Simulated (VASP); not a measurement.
# Sr (Fm-3m) in VASP: notebook

Sr is run at these levels: LDA; tasks: single point.

Everything below comes from runs of VASP 6.6.1. Logs are shortened: lines on timing, memory, paths and dates and some standing lists are left out, and cuts for length are marked.

## Step 1: The cell of the first run

It takes space group Fm-3m (No. 225, cubic). Conventional cell: a = 5.918 Å, b = 5.918 Å, c = 5.918 Å, α = 90.00°, β = 90.00°, γ = 90.00°. Within 5.5 Å of Sr (site symmetry m-3m) lie 12 Sr at 4.18 Å.

## Step 2: Single point, LDA (51.81 Å³/atom)

Contents of INCAR:

```
SYSTEM = Sr
PREC = Accurate ; ENCUT = 500
EDIFF = 1E-6 ; ISMEAR = -1
SIGMA = 0.1 ; LREAL = .FALSE.
LASPH = .TRUE. ; NELM = 120
ALGO = Normal ; ISIF = 2
LWAVE = .FALSE. ; LCHARG = .FALSE.
NBANDS = 11 ; GGA_COMPAT = .FALSE.
```

Contents of KPOINTS:

```
regular mesh
0
G
  8 8 8
  0 0 0
```

Contents of POSCAR:

```
Sr
1.0
    0.0000000000      2.9589556154      2.9589556154
    2.9589556154      0.0000000000      2.9589556154
    2.9589556154      2.9589556154      0.0000000000
Sr
1
Direct
    0.0000000000      0.0000000000      0.0000000000
```

Potentials or basis: VASP PAW LDA potentials, release 64 (Sr_sv).

Started as:

```console
> cat potpaw_LDA.64/Sr_sv/POTCAR > POTCAR
> mpirun -np 1 vasp_std > vasp.out
```

OUTCAR:

```text
SYSTEM = Sr
   PREC = Accurate
   ENCUT = 500
   EDIFF = 1E-6
   ISMEAR = -1
   LREAL = .FALSE.
   LASPH = .TRUE.
   NELM = 120
   ISIF = 2

 ion  position               nearest neighbor table
   1  0.000  0.000  0.000-

  LATTYP: Found a face centered cubic cell.
 ALAT       =     5.9179112308

  Lattice vectors:

 A1 = (   0.0000000000,   2.9589556154,   2.9589556154)
 A2 = (   2.9589556154,   0.0000000000,   2.9589556154)
 A3 = (   2.9589556154,   2.9589556154,   0.0000000000)

Analysis of symmetry for initial positions (statically):
=====================================================================
 Subroutine PRICEL returns:
 Original cell was already a primitive cell.

 Routine SETGRP: Setting up the symmetry group for a
 face centered cubic supercell.

 Subroutine GETGRP returns: Found 48 space group operations
 (whereof 48 operations were pure point group operations)
 out of a pool of 48 trial point group operations.

The static configuration has the point symmetry O_h .

Analysis of symmetry for dynamics (positions and initial velocities):
=====================================================================
 Subroutine PRICEL returns:
 Original cell was already a primitive cell.

 Routine SETGRP: Setting up the symmetry group for a
 face centered cubic supercell.

 Subroutine GETGRP returns: Found 48 space group operations
 (whereof 48 operations were pure point group operations)
 out of a pool of 48 trial point group operations.

The dynamic configuration has the point symmetry O_h .

 Subroutine INISYM returns: Found 48 space group operations
 (whereof 48 operations are pure point group operations),
 and found     1 'primitive' translations

----------------------------------------------------------------------------------------

                                     Primitive cell

  volume of cell :      51.8138

  direct lattice vectors                    reciprocal lattice vectors
     0.000000000  2.958955615  2.958955615    -0.168978540  0.168978540  0.168978540
     2.958955615  0.000000000  2.958955615     0.168978540 -0.168978540  0.168978540
     2.958955615  2.958955615  0.000000000     0.168978540  0.168978540 -0.168978540

  length of vectors
     4.184595162  4.184595162  4.184595162     0.292679417  0.292679417  0.292679417

  position of ions in fractional coordinates (direct lattice)
     0.000000000  0.000000000  0.000000000

  ion indices of the primitive-cell ions
   primitive index   ion index
                 1           1

----------------------------------------------------------------------------------------

 KPOINTS: regular mesh

Automatic generation of k-mesh.
 Grid dimensions read from file:
 generate k-points for:    8    8    8

 Generating k-lattice:

  Cartesian coordinates                     Fractional coordinates (reciprocal lattice)
    -0.021122318  0.021122318  0.021122318     0.125000000  0.000000000  0.000000000
     0.021122318 -0.021122318  0.021122318     0.000000000  0.125000000  0.000000000
     0.021122318  0.021122318 -0.021122318     0.000000000  0.000000000  0.125000000

  Length of vectors
     0.036584927  0.036584927  0.036584927

  Shift w.r.t. Gamma in fractional coordinates (k-lattice)
     0.000000000  0.000000000  0.000000000

 Subroutine IBZKPT returns following result:
 ===========================================

 Found     29 irreducible k-points:

 Following reciprocal coordinates:
            Coordinates               Weight
  0.000000  0.000000  0.000000      1.000000
  0.125000  0.000000  0.000000      8.000000
  0.250000  0.000000  0.000000      8.000000
  0.375000  0.000000  0.000000      8.000000
  0.500000  0.000000  0.000000      4.000000
  0.125000  0.125000  0.000000      6.000000
[... 16 lines left out ...]
  0.500000  0.250000  0.125000     48.000000
 -0.375000  0.250000  0.125000     24.000000
 [... further k-points ...]
   k-points           NKPTS =     29   k-points in BZ     NKDIM =     29   number of bands    NBANDS=     11
   number of dos      NEDOS =    301   number of ions     NIONS =      1
   total plane-waves  NPLWV =  32768
   dimension x,y,z NGX =    32 NGY =   32 NGZ =   32
   dimension x,y,z NGXF=    64 NGYF=   64 NGZF=   64
   ions per type =               1
   NGX,Y,Z   is equivalent  to a cutoff of  12.71, 12.71, 12.71 a.u.
   NGXF,Y,Z  is equivalent  to a cutoff of  25.43, 25.43, 25.43 a.u.
 SYSTEM =  Sr
   PREC   = accura    normal or accurate (medium, high low for compatibility)
   ISTART =      0    job   : 0-new  1-cont  2-samecut
   ICHARG =      2    charge: 1-file 2-atom 10-const
   ISPIN  =      1    spin polarized calculation?
   LNONCOLLINEAR =      F non collinear calculations
   LSORBIT =      F    spin-orbit coupling
   LASPH  =      T    aspherical Exc in radial PAW
   ENCUT  =  500.0 eV  36.75 Ry    6.06 a.u.   7.63  7.63  7.63*2*pi/ulx,y,z
   NELM   =    120;   NELMIN=  2; NELMDL= -5     # of ELM steps
   EDIFF  = 0.1E-05   stopping-criterion for ELM
   LREAL  =      F    real-space projection
   EDIFFG = 0.1E-04   stopping-criterion for IOM
   NSW    =      0    number of steps for IOM
   IBRION =     -1    ionic relax: 0-MD 1-quasi-New 2-CG
   NFREE  =      0    steps in history (QN), initial steepest desc. (CG)
   ISIF   =      2    stress and relaxation
   ISYM   =      2    0-nonsym 1-usesym 2-fastsym
   POTIM  = 0.5000    time-step for ionic-motion
   TEBEG  =    0.0;   TEEND  =   0.0 temperature during run
   PSTRESS=    0.0 pullay stress
   NELECT =      10.0000    total number of electrons
   NUPDOWN=      -1.0000    fix difference up-down
   EMIN   =  10.00;   EMAX   =-10.00  energy-range for DOS
   EFERMI =   0.00;   METHOD = LEGACY
   ISMEAR =    -1;   SIGMA  =   0.10  broadening in eV -4-tet -1-fermi 0-gaus
   EFERMI_NEDOS =   21; number of points for ismear=-14 and -15
   IALGO  =     38    algorithm
   IMIX   =      4    mixing-type and parameters
     AMIX     =   0.40;   BMIX     =  1.00
     AMIX_MAG =   1.60;   BMIX_MAG =  1.00
  volume/ion in A,a.u.               =      51.81       349.66
  Fermi-wavevector in a.u.,A,eV,Ry     =   0.946077  1.787826 12.178048  0.895061
  Thomas-Fermi vector in A             =   2.074040
   LORBIT       =      0    0 simple, 1 ext, 2 COOP (PROOUT), +10 PAW based schemes
   GGA     = CA    functional components
   LHFCALC =     F    Hartree Fock is set to
   AEXX    =    0.0000 exact exchange contribution
   IVDW    =     0    specifies the selected vdW correction
   LEPSILON=     F    determine dielectric tensor
   LRPA    =     F    only Hartree local field effects (RPA)
 non-spin polarized calculation
  energy-cutoff  :      500.00
  volume of cell :       51.81
 maximum number of plane-waves:      1363
 NGX is ok and might be reduce to    32
   NGX = 15   NGY = 15   NGZ = 15

 number of electron      10.0000000 magnetization

 Free energy of the ion-electron system (eV)
  ---------------------------------------------------
  ext. energy  EPLUGINS =         0.00000000
  ---------------------------------------------------
  free energy    TOTEN  =        -1.90888156 eV

  energy without entropy =       -1.87213641  energy(sigma->0) =       -1.89050899

 E-fermi :   1.6022     XC(G=0):  -7.7457

 val. band max:        1.4827712435   @ k =  -0.3750   0.3750   0.0000
 cond. band min:       1.6552705499   @ k =  -0.2500   0.5000   0.2500
 fundamental gap:      0.1724993063
 Fermi energy:         1.6022323239

 k-point     1 :       0.0000    0.0000    0.0000
  band No.  band energies     occupation
      1     -34.7180      2.00000
      2     -16.6889      2.00000
      3     -16.6889      2.00000
      4     -16.6889      2.00000
      5      -2.1255      2.00000
      6       3.9296      0.00000
      7       3.9296      0.00000
      8       3.9296      0.00000
      9       5.4818      0.00000
     10       5.4818      0.00000
     11       8.9815      0.00000

 k-point     2 :       0.1250    0.0000    0.0000
  band No.  band energies     occupation
      1     -34.7152      2.00000
      2     -16.7264      2.00000
      3     -16.6938      2.00000
      4     -16.6938      2.00000
      5      -1.8598      2.00000
      6       3.5651      0.00000
      7       4.0445      0.00000
      8       4.0445      0.00000
      9       5.3431      0.00000
     10       5.3431      0.00000
     11       9.5700      0.00000

 k-point     3 :       0.2500    0.0000    0.0000
  band No.  band energies     occupation
      1     -34.7085      2.00000
      2     -16.8155      2.00000
      3     -16.7058      2.00000
      4     -16.7058      2.00000
      5      -1.1295      2.00000
      6       2.8628      0.00001
      7       4.0959      0.00000
      8       4.0959      0.00000
      9       5.4330      0.00000
     10       5.4330      0.00000
     11       8.7037      0.00000

 k-point     4 :       0.3750    0.0000    0.0000
  band No.  band energies     occupation
      1     -34.7017      2.00000
      2     -16.9022      2.00000
      3     -16.7177      2.00000
      4     -16.7177      2.00000
      5      -0.1652      2.00000
      6       2.2089      0.00463
      7       3.8835      0.00000
      8       3.8835      0.00000
      9       6.1175      0.00000
     10       6.1175      0.00000
     11       7.8287      0.00000
[... 239 lines left out ...]
 k-point    22 :       0.3750    0.2500    0.1250
  band No.  band energies     occupation
      1     -34.7034      2.00000
      2     -16.8370      2.00000
      3     -16.7515      2.00000
      4     -16.7212      2.00000
      5      -0.5165      2.00000
      6       2.5989      0.00009
      7       3.4338      0.00000
      8       4.6395      0.00000
      9       4.8279      0.00000
     10       6.2915      0.00000
     11       9.0523      0.00000

 k-point    23 :       0.5000    0.2500    0.1250
  band No.  band energies     occupation
      1     -34.6980      2.00000
      2     -16.8835      2.00000
      3     -16.7789      2.00000
      4     -16.7356      2.00000
      5       0.4256      1.99998
      6       2.1959      0.00527
      7       2.9682      0.00000
      8       4.4220      0.00000
      9       5.6195      0.00000
     10       6.8631      0.00000
     11       7.6490      0.00000

 k-point    24 :      -0.3750    0.2500    0.1250
  band No.  band energies     occupation
      1     -34.6957      2.00000
      2     -16.9033      2.00000
      3     -16.7876      2.00000
      4     -16.7433      2.00000
      5       1.1359      1.98130
      6       1.7134      0.49518
      7       2.9397      0.00000
      8       4.2885      0.00000
      9       6.0611      0.00000
     10       6.9221      0.00000
     11       7.0553      0.00000

 [... further k-points ...]

------------------------ aborting loop because EDIFF is reached ----------------------------------------

  FORCE on cell =-STRESS in cart. coord.  units (eV):
  Direction    XX          YY          ZZ          XY          YZ          ZX
  --------------------------------------------------------------------------------------
  -------------------------------------------------------------------------------------
  Total       -0.2459687     -0.2459687     -0.2459687      0.0000000      0.0000000     -0.0000000
  in kB       -7.6058017     -7.6058017     -7.6058017      0.0000000      0.0000000     -0.0000000
  external PRESSURE =      -7.6058017 kB  Pullay stress =       0.0000000 kB

 VOLUME and BASIS-vectors are now :
 -----------------------------------------------------------------------------
  energy-cutoff  :      500.00
  volume of cell :       51.81
      direct lattice vectors                 reciprocal lattice vectors
     0.000000000  2.958955615  2.958955615    -0.168978540  0.168978540  0.168978540
     2.958955615  0.000000000  2.958955615     0.168978540 -0.168978540  0.168978540
     2.958955615  2.958955615  0.000000000     0.168978540  0.168978540 -0.168978540

 POSITION                                       TOTAL-FORCE (eV/Angst)
 -----------------------------------------------------------------------------------
      0.00000      0.00000      0.00000         0.000000     -0.000000      0.000000
 -----------------------------------------------------------------------------------
    total drift:                                0.000000      0.000000      0.000000

  FREE ENERGIE OF THE ION-ELECTRON SYSTEM (eV)
  ---------------------------------------------------
  free  energy   TOTEN  =        -1.9088815600 eV

  energy  without entropy=       -1.8721364133  energy(sigma->0) =       -1.89050899
```

Run time: 16 s. Hardware: 1 thread of Intel Xeon Platinum 8375C at 2.90GHz (Ice Lake), shared host; peak memory 0.15 GiB.

Results:

| Item | Value |
| --- | --- |
| Free energy | -1.9089 eV |
| Pressure | -0.8 GPa |

## Step 3: Single point, LDA

This run uses another cell than the first one, of 54.07 Å³/atom.

Contents of INCAR:

```
PREC = Accurate
ENCUT = 500
EDIFF = 1E-6
ISMEAR = -1
SIGMA = 0.02
LREAL = F
LASPH = T
NELM = 120
ALGO = Normal
ISIF = 2
LWAVE = F
LCHARG = F
GGA = CA
NBANDS = 11
GGA_COMPAT = F
```

Contents of KPOINTS:

```
regular mesh
0
Gamma
  8 8 8
```

Contents of POSCAR:

```
Sr
1.0
    0.0000000000      3.0012321217      3.0012321217
    3.0012321217      0.0000000000      3.0012321217
    3.0012321217      3.0012321217      0.0000000000
Sr
1
Direct
    0.0000000000      0.0000000000      0.0000000000
```

Potentials or basis: VASP PAW LDA potentials, release 64 (Sr_sv).

Started as:

```console
> cat potpaw_LDA.64/Sr_sv/POTCAR > POTCAR
> mpirun -np 1 vasp_std > vasp.out
```

OUTCAR:

```text
PREC = Accurate
   ENCUT = 500
   EDIFF = 1E-6
   ISMEAR = -1
   LREAL = F
   LASPH = T
   NELM = 120
   ISIF = 2
   GGA = CA

 ion  position               nearest neighbor table
   1  0.000  0.000  0.000-

  LATTYP: Found a face centered cubic cell.
 ALAT       =     6.0024642434

  Lattice vectors:

 A1 = (   0.0000000000,   3.0012321217,   3.0012321217)
 A2 = (   3.0012321217,   0.0000000000,   3.0012321217)
 A3 = (   3.0012321217,   3.0012321217,   0.0000000000)

Analysis of symmetry for initial positions (statically):
=====================================================================
 Subroutine PRICEL returns:
 Original cell was already a primitive cell.

 Routine SETGRP: Setting up the symmetry group for a
 face centered cubic supercell.

 Subroutine GETGRP returns: Found 48 space group operations
 (whereof 48 operations were pure point group operations)
 out of a pool of 48 trial point group operations.

The static configuration has the point symmetry O_h .

Analysis of symmetry for dynamics (positions and initial velocities):
=====================================================================
 Subroutine PRICEL returns:
 Original cell was already a primitive cell.

 Routine SETGRP: Setting up the symmetry group for a
 face centered cubic supercell.

 Subroutine GETGRP returns: Found 48 space group operations
 (whereof 48 operations were pure point group operations)
 out of a pool of 48 trial point group operations.

The dynamic configuration has the point symmetry O_h .

 Subroutine INISYM returns: Found 48 space group operations
 (whereof 48 operations are pure point group operations),
 and found     1 'primitive' translations

----------------------------------------------------------------------------------------

                                     Primitive cell

  volume of cell :      54.0666

  direct lattice vectors                    reciprocal lattice vectors
     0.000000000  3.001232122  3.001232122    -0.166598244  0.166598244  0.166598244
[... 109 lines left out ...]
   GGA     = CA    functional components
   LHFCALC =     F    Hartree Fock is set to
   AEXX    =    0.0000 exact exchange contribution
   IVDW    =     0    specifies the selected vdW correction
   LEPSILON=     F    determine dielectric tensor
   LRPA    =     F    only Hartree local field effects (RPA)
 non-spin polarized calculation
  energy-cutoff  :      500.00
  volume of cell :       54.07
 maximum number of plane-waves:      1387
   NGX = 15   NGY = 15   NGZ = 15

 number of electron      10.0000000 magnetization

 Free energy of the ion-electron system (eV)
  ---------------------------------------------------
  ext. energy  EPLUGINS =         0.00000000
  ---------------------------------------------------
  free energy    TOTEN  =        -1.87993068 eV

  energy without entropy =       -1.87873818  energy(sigma->0) =       -1.87933443

 E-fermi :   1.5136     XC(G=0):  -7.6102

 val. band max:        1.3638983316   @ k =  -0.3750   0.3750   0.0000
 cond. band min:       1.5347566650   @ k =  -0.2500   0.5000   0.2500
 fundamental gap:      0.1708583334
 Fermi energy:         1.5135555901

 k-point     1 :       0.0000    0.0000    0.0000
  band No.  band energies     occupation
      1     -34.9510      2.00000
      2     -16.9308      2.00000
      3     -16.9308      2.00000
      4     -16.9308      2.00000
      5      -2.2095      2.00000
      6       3.7338      0.00000
      7       3.7338      0.00000
      8       3.7338      0.00000
      9       5.2136      0.00000
     10       5.2136      0.00000
     11       8.7052      0.00000
[... 309 lines left out ...]
 k-point    24 :      -0.3750    0.2500    0.1250
  band No.  band energies     occupation
      1     -34.9328      2.00000
      2     -17.1152      2.00000
      3     -17.0159      2.00000
      4     -16.9779      2.00000
      5       0.9852      2.00000
      6       1.5433      0.36881
      7       2.7746      0.00000
      8       4.0712      0.00000
      9       5.7435      0.00000
     10       6.5781      0.00000
     11       6.6691      0.00000

 [... further k-points ...]

------------------------ aborting loop because EDIFF is reached ----------------------------------------

  FORCE on cell =-STRESS in cart. coord.  units (eV):
  Direction    XX          YY          ZZ          XY          YZ          ZX
  --------------------------------------------------------------------------------------
  -------------------------------------------------------------------------------------
  Total       -0.4347346     -0.4347346     -0.4347346      0.0000000     -0.0000000      0.0000000
  in kB      -12.8826740    -12.8826740    -12.8826740      0.0000000     -0.0000000      0.0000000
  external PRESSURE =     -12.8826740 kB  Pullay stress =       0.0000000 kB

 VOLUME and BASIS-vectors are now :
 -----------------------------------------------------------------------------
  energy-cutoff  :      500.00
  volume of cell :       54.07
      direct lattice vectors                 reciprocal lattice vectors
     0.000000000  3.001232122  3.001232122    -0.166598244  0.166598244  0.166598244
     3.001232122  0.000000000  3.001232122     0.166598244 -0.166598244  0.166598244
     3.001232122  3.001232122  0.000000000     0.166598244  0.166598244 -0.166598244

 POSITION                                       TOTAL-FORCE (eV/Angst)
 -----------------------------------------------------------------------------------
      0.00000      0.00000      0.00000         0.000000     -0.000000     -0.000000
 -----------------------------------------------------------------------------------
    total drift:                                0.000000      0.000000      0.000000

  FREE ENERGIE OF THE ION-ELECTRON SYSTEM (eV)
  ---------------------------------------------------
  free  energy   TOTEN  =        -1.8799306838 eV

  energy  without entropy=       -1.8787381800  energy(sigma->0) =       -1.87933443
```

stdout:

```text
POSCAR found type information on POSCAR Sr
 POSCAR found :  1 types and       1 ions
 scaLAPACK will be used
 LDA part: xc-table for (Slater(with rela. corr.)+CA(PZ))
 , standard interpolation
 POSCAR, INCAR and KPOINTS ok, starting setup
 FFT: planning ... GRIDC
 FFT: planning ... GRID_SOFT
 FFT: planning ... GRID
 WAVECAR not read
 entering main loop
```

Run time: 18 s. Hardware: 1 thread of Intel Xeon 8259CL, shared host; peak memory 0.15 GiB.

Results:

```
Free energy : -1.8799 eV
Pressure    : -1.3 GPa
```

(Part 1 of 2 ends here.)
